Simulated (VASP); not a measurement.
Write the native input for VASP 6.6.1 that does the following.

```
Task                   : single point
Functional             : PBE
Potentials or basis    : VASP PAW PBE potentials, release 64 (Fe, Pt)
Cutoff                 : 520 eV
k mesh                 : 6 × 6 × 1
Occupations            : gaussian, width 0.1 eV
Spin                   : collinear spin, ferromagnetic start
Starting moments       : [4.0, 4.0, 4.0, 4.0, 0.0, 0.0, 0.0, 0.0, 0.0, 0.0] μB
Dipole correction      : no
Further INCAR settings : ALGO = Normal; EDIFF = 1e-06; NBANDS = 61
```

The structure of Fe2Pt3 lies in POSCAR:

```
Fe2Pt3
1.0
    2.7147808000      0.0000000000      0.0000000000
   -1.3573904000      2.3510691400      0.0000000000
    0.0000000000      0.0000000000     22.2366493500
Fe Pt
4 6
Direct
    0.3333333300      0.6666666700      0.5000000000
    0.6666666700      0.3333333300      0.0000000000
    0.6666666700      0.3333333300      0.4000000000
    0.6666666700      0.3333333300      0.6000000000
    0.3333333300      0.6666666700      0.7000000000
    0.3333333300      0.6666666700      0.9000000000
    0.3333333300      0.6666666700      0.1000000000
    0.3333333300      0.6666666700      0.3000000000
    0.6666666700      0.3333333300      0.8000000000
    0.6666666700      0.3333333300      0.2000000000
```

One way to write it, as run:

INCAR

```
SYSTEM = Fe2Pt3
PREC = Accurate
ENCUT = 520
EDIFF = 1E-6
ISMEAR = 0
SIGMA = 0.1
LREAL = .False.
LASPH = .True.
NELM = 150
ALGO = Normal
ISIF = 2
LWAVE = .False.
LCHARG = .False.
ISPIN = 2
MAGMOM = 4 4 4 4 0 0 0 0 0 0
LORBIT = 11
LMAXMIX = 4
GGA = PE
NBANDS = 61
```

KPOINTS

```
regular mesh
0
Gamma
  6 6 1
  0 0 0
```

Potentials or basis: VASP PAW PBE potentials, release 64 (Fe, Pt).

Launch:

```bash
$ cat potpaw_PBE.64/Fe/POTCAR potpaw_PBE.64/Pt/POTCAR > POTCAR
$ mpirun -np 1 vasp_std > vasp.out
```

Results of the run:

```json
{"Pressure": "8.0 GPa", "Largest force": "2.427 eV/Å", "Net moment": "11.82 μB per cell", "Site moments": "Fe +2.76, +2.95, +2.86 (each value once); Pt +0.13, +0.12, -0.04 (each value once) μB", "Valence electrons inside the program's atomic spheres": "Fe 6.89, 6.92, 6.91 (each value once); Pt 9.43, 9.49 (each value once)"}
```

Caveat: the k points lie up to 0.45 Å⁻¹ apart; forces of over 1 eV/Å act on the atoms, so gaps and moduli don't describe the material at rest.

Run time: 4 min on 1 thread of Intel(R) Xeon(R) 6975P-C (Granite Rapids), with other jobs on the host, peak memory 0.36 GiB.
